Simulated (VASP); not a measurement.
# Ta in VASP: single point with PBE

Aim: the single point of Ta with PBE.

All numbers are computed with VASP 6.6.1; they aren't measurements. Logs are shortened: lines on timing, memory, paths and dates and some standing lists are left out, and cuts for length are marked.

**1. The cell of the first run**

The cell holds a slab with vacuum, 7 atoms: a = 3.303 Å, b = 3.303 Å, c = 29.908 Å, α = 90.00°, β = 90.00°, γ = 90.00°.

**2. Single point, PBE**

Contents of INCAR:

```
SYSTEM = Ta
PREC = Accurate ; ENCUT = 520
EDIFF = 1E-6 ; ISMEAR = 0
SIGMA = 0.1 ; LREAL = .False.
LASPH = .True. ; NELM = 60
ALGO = Normal ; ISIF = 2
LWAVE = .False. ; LCHARG = .True.
LDIPOL = .True. ; IDIPOL = 3
DIPOL = 0.5 0.5 0.501 ; GGA = PE
LELF = .True. ; LVHAR = .True.
LVACPOTAV = .True. ; NBANDS = 48
```

Contents of KPOINTS:

```
regular mesh
0
Gamma
  8 8 1
  0 0 0
```

Contents of POSCAR:

```
Ta
1.0
    3.3025600000      0.0000000000      0.0000000000
    0.0000000000      3.3025600000      0.0000000000
    0.0000000000      0.0000000000     29.9076801789
Ta
7
Direct
    0.5000000000      0.5000000000      0.3343622755
    0.0000000000      0.0000000000      0.3895748535
    0.5000000000      0.5000000000      0.4447874221
    0.0000000000      0.0000000000      0.5013252496
    0.5000000000      0.5000000000      0.5587373306
    0.0000000000      0.0000000000      0.6143660855
    0.5000000000      0.5000000000      0.6633560175
```

Potentials or basis: VASP PAW PBE potentials, release 64 (Ta_pv).

Command:

```
$ cat potpaw_PBE.64/Ta_pv/POTCAR > POTCAR
$ mpirun -np 1 vasp_std > vasp.out
```

OUTCAR:

```text
SYSTEM = Ta
   PREC = Accurate
   ENCUT = 520
   EDIFF = 1E-6
   ISMEAR = 0
   LREAL = .False.
   LASPH = .True.
   NELM = 60
   ISIF = 2
   GGA = PE

 ion  position               nearest neighbor table
   1  0.500  0.500  0.334-   2 2.86   2 2.86   2 2.86   2 2.86   3 3.30
   2  0.000  0.000  0.390-   3 2.86   3 2.86   3 2.86   3 2.86   1 2.86   1 2.86   1 2.86   1 2.86
                             4 3.34
   3  0.500  0.500  0.445-   2 2.86   2 2.86   2 2.86   2 2.86   4 2.88   4 2.88   4 2.88   4 2.88
                             1 3.30   5 3.41
   4  0.000  0.000  0.501-   3 2.88   3 2.88   3 2.88   3 2.88   5 2.90   5 2.90   5 2.90   5 2.90
                             2 3.34   6 3.38
   5  0.500  0.500  0.559-   6 2.87   6 2.87   6 2.87   6 2.87   4 2.90   4 2.90   4 2.90   4 2.90
                             7 3.13   3 3.41
   6  0.000  0.000  0.614-   7 2.76   7 2.76   7 2.76   7 2.76   5 2.87   5 2.87   5 2.87   5 2.87
                             4 3.38
   7  0.500  0.500  0.663-   6 2.76   6 2.76   6 2.76   6 2.76   5 3.13

  LATTYP: Found a simple tetragonal cell.
 ALAT       =     3.3025600000
 C/A-ratio  =     9.0559081982

  Lattice vectors:

 A1 = (   3.3025600000,   0.0000000000,   0.0000000000)
 A2 = (   0.0000000000,   3.3025600000,   0.0000000000)
 A3 = (   0.0000000000,   0.0000000000,  29.9076801789)

Analysis of symmetry for initial positions (statically):
=====================================================================
 Subroutine PRICEL returns:
 Original cell was already a primitive cell.

 Routine SETGRP: Setting up the symmetry group for a
 simple tetragonal supercell.

 Subroutine GETGRP returns: Found  8 space group operations
 (whereof  8 operations were pure point group operations)
 out of a pool of 16 trial point group operations.

The static configuration has the point symmetry C_4v.

Analysis of symmetry for dynamics (positions and initial velocities):
=====================================================================
 Subroutine PRICEL returns:
 Original cell was already a primitive cell.

 Routine SETGRP: Setting up the symmetry group for a
 simple tetragonal supercell.

 Subroutine GETGRP returns: Found  8 space group operations
 (whereof  8 operations were pure point group operations)
 out of a pool of 16 trial point group operations.

The dynamic configuration has the point symmetry C_4v.

 Subroutine INISYM returns: Found  8 space group operations
 (whereof  8 operations are pure point group operations),
 and found     1 'primitive' translations

----------------------------------------------------------------------------------------

                                     Primitive cell

  volume of cell :     326.2002

  direct lattice vectors                    reciprocal lattice vectors
     3.302560000  0.000000000  0.000000000     0.302795407  0.000000000  0.000000000
     0.000000000  3.302560000  0.000000000     0.000000000  0.302795407  0.000000000
     0.000000000  0.000000000 29.907680179     0.000000000  0.000000000  0.033436228

  length of vectors
     3.302560000  3.302560000 29.907680179     0.302795407  0.302795407  0.033436228

  position of ions in fractional coordinates (direct lattice)
     0.500000000  0.500000000  0.334362275
     0.000000000  0.000000000  0.389574854
     0.500000000  0.500000000  0.444787422
     0.000000000  0.000000000  0.501325250
     0.500000000  0.500000000  0.558737331
     0.000000000  0.000000000  0.614366086
     0.500000000  0.500000000  0.663356017

  ion indices of the primitive-cell ions
   primitive index   ion index
                 1           1
                 2           2
                 3           3
                 4           4
                 5           5
                 6           6
                 7           7

----------------------------------------------------------------------------------------

 KPOINTS: regular mesh

Automatic generation of k-mesh.
 Grid dimensions read from file:
 generate k-points for:    8    8    1

 Generating k-lattice:

  Cartesian coordinates                     Fractional coordinates (reciprocal lattice)
     0.037849426  0.000000000  0.000000000     0.125000000  0.000000000  0.000000000
     0.000000000  0.037849426  0.000000000     0.000000000  0.125000000  0.000000000
     0.000000000  0.000000000  0.033436228     0.000000000  0.000000000  1.000000000

  Length of vectors
     0.037849426  0.037849426  0.033436228

  Shift w.r.t. Gamma in fractional coordinates (k-lattice)
     0.000000000  0.000000000  0.000000000

 Subroutine IBZKPT returns following result:
 ===========================================

 Found     15 irreducible k-points:

 Following reciprocal coordinates:
            Coordinates               Weight
  0.000000  0.000000  0.000000      1.000000
  0.125000  0.000000  0.000000      4.000000
  0.250000  0.000000  0.000000      4.000000
  0.375000  0.000000  0.000000      4.000000
  0.500000  0.000000  0.000000      2.000000
  0.125000  0.125000  0.000000      4.000000
  0.250000  0.125000  0.000000      8.000000
  0.375000  0.125000  0.000000      8.000000
  0.500000  0.125000  0.000000      4.000000
  0.250000  0.250000  0.000000      4.000000
  0.375000  0.250000  0.000000      8.000000
  0.500000  0.250000  0.000000      4.000000
  0.375000  0.375000  0.000000      4.000000
  0.500000  0.375000  0.000000      4.000000
  0.500000  0.500000  0.000000      1.000000
   k-points           NKPTS =     15   k-points in BZ     NKDIM =     15   number of bands    NBANDS=     48
   number of dos      NEDOS =    301   number of ions     NIONS =      7
   total plane-waves  NPLWV = 175616
   dimension x,y,z NGX =    28 NGY =   28 NGZ =  224
   dimension x,y,z NGXF=    56 NGYF=   56 NGZF=  448
   ions per type =               7
   NGX,Y,Z   is equivalent  to a cutoff of  14.09, 14.09, 12.45 a.u.
   NGXF,Y,Z  is equivalent  to a cutoff of  28.19, 28.19, 24.90 a.u.
 SYSTEM =  Ta
   PREC   = accura    normal or accurate (medium, high low for compatibility)
   ISTART =      0    job   : 0-new  1-cont  2-samecut
   ICHARG =      2    charge: 1-file 2-atom 10-const
   ISPIN  =      1    spin polarized calculation?
   LNONCOLLINEAR =      F non collinear calculations
   LSORBIT =      F    spin-orbit coupling
   LASPH  =      T    aspherical Exc in radial PAW
   ENCUT  =  520.0 eV  38.22 Ry    6.18 a.u.   6.14  6.14 55.61*2*pi/ulx,y,z
   NELM   =     60;   NELMIN=  2; NELMDL= -5     # of ELM steps
   EDIFF  = 0.1E-05   stopping-criterion for ELM
   LREAL  =      F    real-space projection
   EDIFFG = 0.1E-04   stopping-criterion for IOM
   NSW    =      0    number of steps for IOM
   IBRION =     -1    ionic relax: 0-MD 1-quasi-New 2-CG
   NFREE  =      0    steps in history (QN), initial steepest desc. (CG)
   ISIF   =      2    stress and relaxation
   ISYM   =      2    0-nonsym 1-usesym 2-fastsym
   POTIM  = 0.5000    time-step for ionic-motion
   TEBEG  =    0.0;   TEEND  =   0.0 temperature during run
   PSTRESS=    0.0 pullay stress
   NELECT =      77.0000    total number of electrons
   NUPDOWN=      -1.0000    fix difference up-down
   EMIN   =  10.00;   EMAX   =-10.00  energy-range for DOS
   EFERMI =   0.00;   METHOD = LEGACY
   ISMEAR =     0;   SIGMA  =   0.10  broadening in eV -4-tet -1-fermi 0-gaus
   EFERMI_NEDOS =   21; number of points for ismear=-14 and -15
   IALGO  =     38    algorithm
   IMIX   =      4    mixing-type and parameters
     AMIX     =   0.40;   BMIX     =  1.00
     AMIX_MAG =   1.60;   BMIX_MAG =  1.00
  volume/ion in A,a.u.               =      46.60       314.47
  Fermi-wavevector in a.u.,A,eV,Ry     =   1.011759  1.911947 13.927685  1.023656
  Thomas-Fermi vector in A             =   2.144828
   LORBIT       =      0    0 simple, 1 ext, 2 COOP (PROOUT), +10 PAW based schemes
   GGA     = PE    functional components
   LHFCALC =     F    Hartree Fock is set to
   AEXX    =    0.0000 exact exchange contribution
   IVDW    =     0    specifies the selected vdW correction
   LEPSILON=     F    determine dielectric tensor
   LRPA    =     F    only Hartree local field effects (RPA)
 non-spin polarized calculation
 Gauss-broadening in eV      SIGMA  =   0.10
  energy-cutoff  :      520.00
  volume of cell :      326.20
 maximum number of plane-waves:      8840
 NGX is ok and might be reduce to    28
   NGX = 13   NGY = 13   NGZ =111

 dipolmoment           0.000000      0.000000      0.007357 electrons x Angstroem

 number of electron      77.0000000 magnetization

 dipolmoment           0.000000      0.000000     -0.012113 electrons x Angstroem

 Free energy of the ion-electron system (eV)
  ---------------------------------------------------
  ext. energy  EPLUGINS =         0.00000000
  ---------------------------------------------------
  free energy    TOTEN  =       -79.13323696 eV

  energy without entropy =      -79.08809260  energy(sigma->0) =      -79.11066478

 E-fermi :  -0.0675     XC(G=0):  -5.7245

 val. band max:       -0.0818160002   @ k =   0.1250   0.1250   0.0000
 cond. band min:      -0.0517870397   @ k =   0.2500   0.0000   0.0000
 fundamental gap:      0.0300289605
 Fermi energy:        -0.0675385061

 k-point     1 :       0.0000    0.0000    0.0000
  band No.  band energies     occupation
      1     -34.9411      2.00000
      2     -34.7757      2.00000
      3     -34.7757      2.00000
      4     -34.7497      2.00000
      5     -34.5821      2.00000
      6     -34.5821      2.00000
[... 40 lines left out ...]
     47       2.0255      0.00000
     48       2.0631      0.00000

 k-point     2 :       0.1250    0.0000    0.0000
  band No.  band energies     occupation
      1     -34.9449      2.00000
      2     -34.8113      2.00000
      3     -34.7675      2.00000
      4     -34.7643      2.00000
      5     -34.6198      2.00000
      6     -34.5660      2.00000
[... 40 lines left out ...]
     47       1.9833      0.00000
     48       2.2170      0.00000

 k-point     3 :       0.2500    0.0000    0.0000
  band No.  band energies     occupation
      1     -34.9569      2.00000
      2     -34.8926      2.00000
      3     -34.8038      2.00000
      4     -34.7474      2.00000
      5     -34.7023      2.00000
      6     -34.5258      2.00000
[... 40 lines left out ...]
     47       2.0064      0.00000
     48       2.1060      0.00000

 k-point     4 :       0.3750    0.0000    0.0000
  band No.  band energies     occupation
      1     -34.9738      2.00000
      2     -34.9682      2.00000
      3     -34.8444      2.00000
      4     -34.7813      2.00000
      5     -34.7271      2.00000
      6     -34.4836      2.00000
[... 499 lines left out ...]
     47       3.1011      0.00000
     48       3.8104      0.00000

 k-point    14 :       0.5000    0.3750    0.0000
  band No.  band energies     occupation
      1     -34.9881      2.00000
      2     -34.9671      2.00000
      3     -34.8740      2.00000
      4     -34.8360      2.00000
      5     -34.8306      2.00000
      6     -34.6711      2.00000
[... 40 lines left out ...]
     47       3.5870      0.00000
     48       3.8079      0.00000

 k-point    15 :       0.5000    0.5000    0.0000
  band No.  band energies     occupation
      1     -34.9911      2.00000
      2     -34.9911      2.00000
      3     -34.8711      2.00000
      4     -34.8500      2.00000
      5     -34.8500      2.00000
      6     -34.6764      2.00000
[... 40 lines left out ...]
     47       3.8690      0.00000
     48       4.0706      0.00000

------------------------ aborting loop because EDIFF is reached ----------------------------------------

  FORCE on cell =-STRESS in cart. coord.  units (eV):
  Direction    XX          YY          ZZ          XY          YZ          ZX
  --------------------------------------------------------------------------------------
  -------------------------------------------------------------------------------------
  Total       -3.7816898     -3.7816898     -1.7568572      0.0000000      0.0000000     -0.0000000
  in kB      -18.5742942    -18.5742942     -8.6290482      0.0000000      0.0000000     -0.0000000
  external PRESSURE =     -15.2592122 kB  Pullay stress =       0.0000000 kB

 VOLUME and BASIS-vectors are now :
 -----------------------------------------------------------------------------
  energy-cutoff  :      520.00
  volume of cell :      326.20
      direct lattice vectors                 reciprocal lattice vectors
     3.302560000  0.000000000  0.000000000     0.302795407  0.000000000  0.000000000
     0.000000000  3.302560000  0.000000000     0.000000000  0.302795407  0.000000000
     0.000000000  0.000000000 29.907680179     0.000000000  0.000000000  0.033436228

 POSITION                                       TOTAL-FORCE (eV/Angst)
 -----------------------------------------------------------------------------------
      1.65128      1.65128     10.00000         0.000000      0.000000      1.051184
      0.00000      0.00000     11.65128         0.000000      0.000000     -1.042895
      1.65128      1.65128     13.30256         0.000000      0.000000     -0.021331
      0.00000      0.00000     14.99348         0.000000      0.000000      0.013515
      1.65128      1.65128     16.71054         0.000000      0.000000     -0.009903
      0.00000      0.00000     18.37426        -0.000000      0.000000      0.006464
      1.65128      1.65128     19.83944         0.000000     -0.000000      0.002966
 -----------------------------------------------------------------------------------
    total drift:                                0.000000      0.000000      0.000361

  FREE ENERGIE OF THE ION-ELECTRON SYSTEM (eV)
  ---------------------------------------------------
  free  energy   TOTEN  =       -79.1332369551 eV

  energy  without entropy=      -79.0880925986  energy(sigma->0) =      -79.11066478

 vacuum level on the upper side and lower side of the slab         3.768         3.969
```

Wall time 11 min (1 thread of Intel Xeon 6975P-C, shared host); peak memory 0.51 GiB.

What came out:

```yaml
Free_energy: -79.1332 eV
Largest_force: 1.051 eV/Å
```

Forces in eV/Å, atoms in the order of the input:
```
Ta   0.000  0.000  1.051
Ta   0.000  0.000 -1.043
Ta   0.000  0.000 -0.021
Ta   0.000  0.000  0.014
Ta   0.000  0.000 -0.010
Ta   0.000  0.000  0.006
Ta   0.000  0.000  0.003
```

Caveat: spin-orbit coupling is left out, which moves the levels of the heavy elements.
